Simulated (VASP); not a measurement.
Here is a VASP 6.6.1 calculation.

The input INCAR:

```
  PREC = Accurate
  ENCUT = 520
  EDIFF = 1E-6
  ISMEAR = 0
  SIGMA = 0.05
  LREAL = False
  LASPH = True
  NELM = 100
  ALGO = Normal
  ISIF = 2
  LWAVE = False
  LCHARG = False
  NBANDS = 16
```

KPOINTS

```
Automatic mesh
0
Gamma
  9 9 6
```

Contents of POSCAR:

```
AlN
1.0
    3.3305662437      0.0000000000      0.0000000000
   -1.6652831218      2.8843549760      0.0000000000
    0.0000000000      0.0000000000      4.1691689022
Al N
2 2
Direct
    0.3333333333      0.6666666667      0.7773448474
    0.6666666667      0.3333333333      0.2773448474
    0.3333333333      0.6666666667      0.1973259047
    0.6666666667      0.3333333333      0.6973259047
```

Potentials or basis: VASP PAW LDA potentials, release 64 (Al, N).

Launch:

```sh
$ cat potpaw_LDA.64/Al/POTCAR potpaw_LDA.64/N/POTCAR > POTCAR
$ mpirun -np 1 vasp_std > vasp.out
```

(1) Estimate the band gap on the k mesh.

(2) Estimate the largest force.

(3) Estimate the pressure.

Answers

(1) 3.69 eV, direct.

(2) 2.580 eV/Å.

(3) 2.2 GPa.

Caveat: forces of over 1 eV/Å act on the atoms, so gaps and moduli don't describe the material at rest.
